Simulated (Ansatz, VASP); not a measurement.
**LiF in VASP and in Ansatz**

Contents of INCAR:

```
SYSTEM = LiF
ALGO = Normal
EDIFF = 1E-7
ENCUT = 520
GGA = PE
ISIF = 2
ISMEAR = -1
LASPH = .TRUE.
LCHARG = .FALSE.
LREAL = .FALSE.
LWAVE = .FALSE.
NBANDS = 12
NELM = 100
PREC = Accurate
SIGMA = 0.02
```

KPOINTS

```
k-points
0
G
  10 10 10
  0 0 0
```

File POSCAR:

```
LiF
1.0
    0.0000000000      1.9549743028      1.9549743028
    1.9549743028      0.0000000000      1.9549743028
    1.9549743028      1.9549743028      0.0000000000
Li F
1 1
Direct
    0.0000000000      0.0000000000      0.0000000000
    0.5000000000      0.5000000000      0.5000000000
```

Input for Ansatz:

```yaml
crystal:
  lattice:
    - [0.0, 1.9549743028, 1.9549743028]
    - [1.9549743028, 0.0, 1.9549743028]
    - [1.9549743028, 1.9549743028, 0.0]
  atoms:
    - { symbol: Li, position: [0.0, 0.0, 0.0] }
    - { symbol: F, position: [0.5, 0.5, 0.5] }
kpoints:
  mp_grid: { grid: [10, 10, 10] }
  band_path:
    path:
      - [0.0, 0.0, 0.0]
      - [0.5, 0.0, 0.5]
      - [0.625, 0.25, 0.625]
      - [0.375, 0.375, 0.75]
      - [0.5, 0.5, 0.5]
      - [0.5, 0.25, 0.75]
      - [-0.067708, 0.0, 0.067708]
    npoints: 1
hamiltonian:
  xc: pbe
scf:
  occupations: { method: fermi_dirac, width: 0.02 }
  n_extra_bands: 4
output:
  forces: true
  stress: true
  eigenvalues: true
  write_density: true
  write_potential: true
  elf: true
  volumetric_format: npy
```

Change from the starting cell: hydrostatic strain -2.0%.

Alike in both runs: task single point; functional PBE; k mesh 10 × 10 × 10; occupations fermi-dirac, width 0.02 eV; no spin polarisation.

|  | VASP | Ansatz |
| --- | --- | --- |
| version | VASP 6.6.1 | Ansatz 0.2.0 |
| potentials or method | VASP PAW PBE potentials, release 64 (Li_sv, F) | plane waves, PAW |
| plane-wave cutoff (eV) | 520 | 420 |
| valence electrons in the cell | 10 | 10 |

```tsv
	VASP	Ansatz	Ansatz less VASP
gap on the k mesh at the Fermi level (eV)	9.93	9.93	-0.001
```

Noted on VASP's run: the cutoff is short for stress, so the pressure is rough.
